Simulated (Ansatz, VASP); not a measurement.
# One calculation of Ni, two programs

INCAR

```
SYSTEM = Ni
ALGO = Normal
EDIFF = 1E-8
ENCUT = 520
GGA = CA
ISIF = 2
ISMEAR = -1
ISPIN = 2
LASPH = .TRUE.
LCHARG = .FALSE.
LEFG = .TRUE.
LMAXMIX = 4
LORBIT = 11
LREAL = .FALSE.
LWAVE = .FALSE.
MAGMOM = 1.5
NBANDS = 15
NELM = 150
PREC = Accurate
SIGMA = 0.05
```

Contents of KPOINTS:

```
k-points
0
G
  20 20 20
  0 0 0
```

POSCAR

```
Ni
1.0
    0.0000000000      1.7379789558      1.7379789558
    1.7379789558      0.0000000000      1.7379789558
    1.7379789558      1.7379789558      0.0000000000
Ni
1
Direct
    0.0000000000      0.0000000000      0.0000000000
```

Input for Ansatz:

```yaml
crystal:
  lattice:
    - [0.0, 1.7379789558, 1.7379789558]
    - [1.7379789558, 0.0, 1.7379789558]
    - [1.7379789558, 1.7379789558, 0.0]
  atoms:
    - { symbol: Ni, position: [0.0, 0.0, 0.0], spin: 1.5 }
magnetization:
  spin_polarized: true
kpoints:
  mp_grid: { grid: [20, 20, 20] }
scf:
  occupations: { method: fermi_dirac, width: 0.05 }
hamiltonian:
  xc: lda
  pseudopotentials: { kind: all_electron, datasets: crystal }
output:
  forces: true
  stress: true
  eigenvalues: true
  efg: { contact_densities: true }
```

Change from the starting cell: volume scaled by 0.95, crystal datasets.

Alike in both runs: task electric field gradients; functional LDA; k mesh 20 × 20 × 20; occupations fermi-dirac, width 0.05 eV; collinear spin.

|  | VASP | Ansatz |
| --- | --- | --- |
| version | VASP 6.6.1 | Ansatz 0.2.0 |
| potentials or method | VASP PAW LDA potentials, release 64 (Ni), cutoff 520 eV | all-electron PAW with datasets made for the crystal, scalar-relativistic |

VASP gave:

| Item | Value |
| --- | --- |
| pressure (GPa) | -10.3 |
| net moment per atom (μB) | 0.60 |
| size of the moment on the site where the two differ most (μB) | 0.61 |

Estimate Ansatz's values.

pressure (GPa): -10.4; net moment per atom (μB): 0.62; size of the moment on the site where the two differ most (μB): 0.65.

LDA's correlation is that of Perdew and Zunger in VASP and of Perdew and Wang (1992) in Ansatz. Site moments also hang on the region over which each program counts them. Ansatz ran all-electron here, and VASP with PAW potentials. Ansatz's warnings: printed levels off.
